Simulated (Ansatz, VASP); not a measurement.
# Sn in VASP and in Ansatz

```
CELL_PARAMETERS angstrom
-1.70320 1.75155 2.30674
1.70320 -1.75155 2.30674
1.70320 1.75155 -2.30674
ATOMIC_POSITIONS crystal
Sn 0.00000 0.00000 0.00000
```

Change from the starting cell: volume scaled by 0.96.

Alike in both runs: task single point; functional PBE; k mesh 11 × 11 × 11; collinear spin.

```csv
,VASP,Ansatz
version,VASP 6.6.1,Ansatz 0.2.0
potentials or method,"VASP PAW PBE potentials, release 64 (Sn_d), cutoff 520 eV","all-electron LAPW, scalar-relativistic"
occupations,"methfessel-paxton of order 1, width 0.1 eV","cold, width 0.1 eV"
```

Ansatz gave:

```
gap on the k mesh at the Fermi level (eV)                     : none
pressure (GPa)                                                : 1.0
traceless stress, the component that is largest in VASP (GPa) : -1.18
net moment per atom (μB)                                      : 0.00
```

Estimate VASP's values.

gap on the k mesh at the Fermi level (eV): none; pressure (GPa): 0.9; traceless stress, the component that is largest in VASP (GPa): -1.18; net moment per atom (μB): 0.00.

A gap of «none» marks a metal or a gap that the smearing closes. Ansatz ran all-electron here, and VASP with PAW potentials.
